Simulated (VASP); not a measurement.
Wanted: the native input for a VASP 6.6.1 run.

```yaml
Task: relaxation of cell and atoms
Functional: PBE
Potentials_or_basis: VASP PAW PBE potentials, release 64 (Sc_sv, Nb_sv, O)
Cutoff: 600 eV
k_mesh: 4 × 4 × 6
Occupations: gaussian, width 0.1 eV
Spin: no spin polarisation
Dipole_correction: no
Further_INCAR_settings: ALGO = Normal; EDIFF = 1e-06; IBRION = 2; EDIFFG = -0.04; NSW = 90; ISIF = 3
```

The structure of ScNb2O3 lies in POSCAR:

```
ScNb2O3
1.0
    2.7968469300     -4.2649772600      0.0000000000
    2.7968469300      4.2649772600      0.0000000000
    0.0000000000      0.0000000000      2.7839725400
Sc Nb O
1 2 3
Direct
    0.5000000000      0.5000000000      0.0000000000
    0.2156325000      0.7843675000      0.0000000000
    0.7843675000      0.2156325000      0.0000000000
    0.0000000000      0.0000000000      0.0000000000
    0.5000000000      0.0000000000      0.5000000000
    0.0000000000      0.5000000000      0.5000000000
```

The cell was generated, and may not be a known phase.

The input as run:

INCAR

```
PREC     = Accurate       # precision mode
ENCUT    = 600            # plane-wave cutoff, eV
EDIFF    = 1E-6           # SCF threshold, eV
ISMEAR   = 0              # smearing method
SIGMA    = 0.1            # smearing width, eV
LREAL    = F              # projectors in reciprocal space
LASPH    = T              # aspherical terms in the spheres
NELM     = 100            # most SCF steps
ALGO     = Normal         # electronic algorithm
ISIF     = 3              # what is computed and relaxed
LWAVE    = F              # write WAVECAR
LCHARG   = F              # write CHGCAR
GGA      = PE             # functional
IBRION   = 2              # ionic algorithm
NSW      = 90             # ionic steps
EDIFFG   = -0.04          # ionic threshold
```

KPOINTS

```
regular mesh
0
Gamma
  4 4 6
```

Potentials or basis: VASP PAW PBE potentials, release 64 (Sc_sv, Nb_sv, O).

Launch:

```bash
$ cat potpaw_PBE.64/Sc_sv/POTCAR potpaw_PBE.64/Nb_sv/POTCAR potpaw_PBE.64/O/POTCAR > POTCAR
$ mpirun -np 1 vasp_std > vasp.out
```

Results of the run:

```
Relaxed volume                        : 14.15 Å³/atom
Relaxed cell                          : a = 5.769 Å, b = 5.769 Å, c = 3.356 Å, α = 90.00°, β = 90.00°, γ = 130.51°
Space group after relaxing (to 0.1 Å) : Cmmm (No. 65)
Energy gained by relaxing             : 920.8 meV/atom
Ionic steps                           : 17
Pressure after relaxing               : 0.1 GPa
Largest force after relaxing          : 0.015 eV/Å
Band gap on the k mesh                : zero (an odd number of electrons rules out a gap without spin polarisation)
```

Caveat: the k points lie up to 0.36 Å⁻¹ apart in the final cell, too coarse for converged energies and pressures of a metal; the volume moved by over 15 % at a fixed basis, so the end points are rough; an odd number of electrons without spin polarisation forces a metal; a magnetic or distorted state may lie lower.

It took 56 min on 1 thread of Intel Xeon 8259CL, with other jobs on the host, peak memory 0.26 GiB.
